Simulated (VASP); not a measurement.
Input of a VASP 6.6.1 run:

File INCAR:

```
PREC     = Accurate       # precision mode
ENCUT    = 500            # plane-wave cutoff, eV
EDIFF    = 1E-6           # SCF threshold, eV
ISMEAR   = -1             # smearing method
SIGMA    = 0.02           # smearing width, eV
LREAL    = False          # projectors in reciprocal space
LASPH    = True           # aspherical terms in the spheres
NELM     = 120            # most SCF steps
ALGO     = Normal         # electronic algorithm
ISIF     = 2              # what is computed and relaxed
LWAVE    = False          # write WAVECAR
LCHARG   = False          # write CHGCAR
GGA      = PE             # functional
NBANDS   = 16             # bands
GGA_COMPAT= False
```

Contents of KPOINTS:

```
regular mesh
0
Gamma
  8 8 8
```

The input POSCAR:

```
GaAs
1.0
    0.0000000000      2.6919974570      2.8330850947
    2.6919974570      0.0000000000      2.8330850947
    2.6919974570      2.6919974570      0.0000000000
Ga As
1 1
Direct
    0.0000000000      0.0000000000      0.0000000000
    0.2500000000      0.2500000000      0.2500000000
```

Potentials or basis: VASP PAW PBE potentials, release 64 (Ga_d, As).

Launch:

```console
$ cat potpaw_PBE.64/Ga_d/POTCAR potpaw_PBE.64/As/POTCAR > POTCAR
$ mpirun -np 1 vasp_std > vasp.out
```

Task: Estimate the band gap on the k mesh.

Result: 1.04 eV (least direct gap 1.13 eV).

Task: What does it give for the pressure?

Result: 12.4 GPa.

Stress tensor (GPa, compression positive):
```
13.53  0.00  0.00
 0.00 13.53  0.00
 0.00  0.00 10.18
```

Caveat: the cell differs from its parent crystal (biaxial xy strain -5.0%); the cell stands under pressure. A k mesh can miss the band edges.
